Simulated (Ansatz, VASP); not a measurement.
## SiC in VASP and in Ansatz

The input INCAR:

```
SYSTEM = SiC
PREC = Accurate ; ENCUT = 600
EDIFF = 1E-7 ; ISMEAR = -5
SIGMA = 0.02 ; LREAL = .FALSE.
LASPH = .TRUE. ; NELM = 120
ALGO = Normal ; ISIF = 3
LWAVE = .FALSE. ; LCHARG = .FALSE.
GGA = PE ; IBRION = 2
NSW = 100 ; EDIFFG = -0.01
GGA_COMPAT = .FALSE. ; NELMIN = 4
```

KPOINTS

```
regular mesh
0
G
  10 10 10
  0 0 0
```

The input POSCAR:

```
SiC
1.0
    0.0000000000      2.1889143389      2.1889143389
    2.1889143389      0.0000000000      2.1889143389
    2.1889143389      2.1889143389      0.0000000000
Si C
1 1
Direct
    0.5000000000      0.5000000000      0.5000000000
    0.2500000000      0.2500000000      0.2500000000
```

Input for Ansatz:

```yaml
crystal:
  lattice:
    - [0.0, 2.1889143389, 2.1889143389]
    - [2.1889143389, 0.0, 2.1889143389]
    - [2.1889143389, 2.1889143389, 0.0]
  atoms:
    - { symbol: Si, position: [0.5, 0.5, 0.5] }
    - { symbol: C, position: [0.25, 0.25, 0.25] }
basis:
  ecutwfc: 420
kpoints:
  mp_grid: { grid: [10, 10, 10] }
hamiltonian:
  xc: pbe
scf:
  occupations: { method: tetrahedron }
  n_extra_bands: 4
output:
  forces: true
  eigenvalues: true
  stress: true
relax:
  adjacent_minimum: "off"
  f_tol: 0.01
  max_steps: 80
  cell: { stress_tol: 0.05 }
```

Alike in both runs: task relaxation of cell and atoms; functional PBE; k mesh 10 × 10 × 10; occupations tetrahedron; no spin polarisation.

|  | VASP | Ansatz |
| --- | --- | --- |
| version | VASP 6.6.1 | Ansatz 0.2.0 |
| potentials or method | VASP PAW PBE potentials, release 64 (Si, C), cutoff 600 eV | scalar-relativistic, plane waves, PAW |
| valence electrons in the cell | 8 | 8 |

|  | VASP | Ansatz | Ansatz less VASP |
| --- | --- | --- | --- |
| gap on the k mesh at the Fermi level, each at its own relaxed structure (eV) | 1.37 | 1.37 | +0.003 |
| relaxed volume (Å³/atom) | 10.49 | 10.50 | +0.014 |
| relaxed cell length with the largest relative difference (Å) | 3.096 | 3.097 | +0.0013 |

Ansatz's warnings: band table not solved further, forces under tetrahedra, tetrahedron derivatives may miss energy slope.

Noted on VASP's run: the relaxation stopped at its first step, so nothing moved.
